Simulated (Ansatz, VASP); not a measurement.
# Two plane-wave programs on Ru

```
CELL_PARAMETERS angstrom
2.69075 0.00000 0.00000
0.00000 4.24938 0.00000
0.00000 0.00000 21.43730
ATOMIC_POSITIONS crystal
Ru 0.75000 0.75000 0.37933
Ru 0.25000 0.25000 0.40903
Ru 0.25000 0.75000 0.48304
Ru 0.75000 0.25000 0.51696
Ru 0.75000 0.75000 0.59097
Ru 0.25000 0.25000 0.62067
```

Alike in both runs: functional PBEsol; k mesh 13 × 9 × 1; occupations fermi-dirac, width 0.08 eV; no spin polarisation.

Ansatz relaxed the structure, and its values are those at the end. VASP's run is a single point on that final structure, the one shown.

|  | VASP | Ansatz |
| --- | --- | --- |
| version | VASP 6.6.1 | Ansatz 0.2.0 |
| potentials or method | VASP PAW PBE potentials, release 64 (Ru_pv) | PAW with Ansatz's default frozen-core files, scalar-relativistic |
| plane-wave cutoff (eV) | 520 | 420 |
| valence electrons in the cell | 84 | 96 |

|  | VASP | Ansatz | Ansatz less VASP |
| --- | --- | --- | --- |
| rms of the force components (eV/Å) | 0.004 | 0.001 | -0.0033 |

VASP's potentials were made for PBE, not for PBEsol. VASP's potentials hold 84 valence electrons a cell and Ansatz's 96, so a difference there can come from the potentials and not from the codes. Ansatz's warnings: stress scf threshold loose.
